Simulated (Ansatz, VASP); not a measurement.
One calculation of HfC, two programs

```
CELL_PARAMETERS angstrom
3.64321 -3.64321 0.00000
3.64321 3.64321 0.00000
0.00000 0.00000 5.15227
ATOMIC_POSITIONS crystal
Hf 0.50000 0.50000 0.00000
Hf 0.00000 0.00000 0.00000
C 0.75000 0.25000 0.75000
C 0.25000 0.75000 0.25000
```

Change from the starting cell: ordered vacancies on the cation sites of cuprite (Cmme, No. 67).

Alike in both runs: task single point; functional PBE; k mesh 4 × 4 × 4; occupations gaussian, width 0.1 eV; no spin polarisation.

|  | VASP | Ansatz |
| --- | --- | --- |
| version | VASP 6.6.1 | Ansatz 0.2.0 |
| potentials or method | VASP PAW PBE potentials, release 64 (Hf_pv, C), cutoff 520 eV | scalar-relativistic, plane waves, PAW |
| valence electrons in the cell | 28 | 60 |

|  | VASP | Ansatz | Ansatz less VASP |
| --- | --- | --- | --- |
| gap on the k mesh at the Fermi level (eV) | none | none | - |
| pressure (GPa) | -11.9 | -11.8 | +0.14 |
| traceless stress, the component that is largest in VASP (GPa) | -3.78 | -3.67 | +0.113 |
| rms of the force components (eV/Å) | 0.760 | 0.749 | -0.0106 |

Atom by atom the forces differ by 0.011 eV/Å (rms over components). A gap of «none» marks a metal or a gap that the smearing closes. VASP's potentials hold 28 valence electrons a cell and Ansatz's 60, so a difference there can come from the potentials and not from the codes.

Spin-orbit coupling is off throughout.
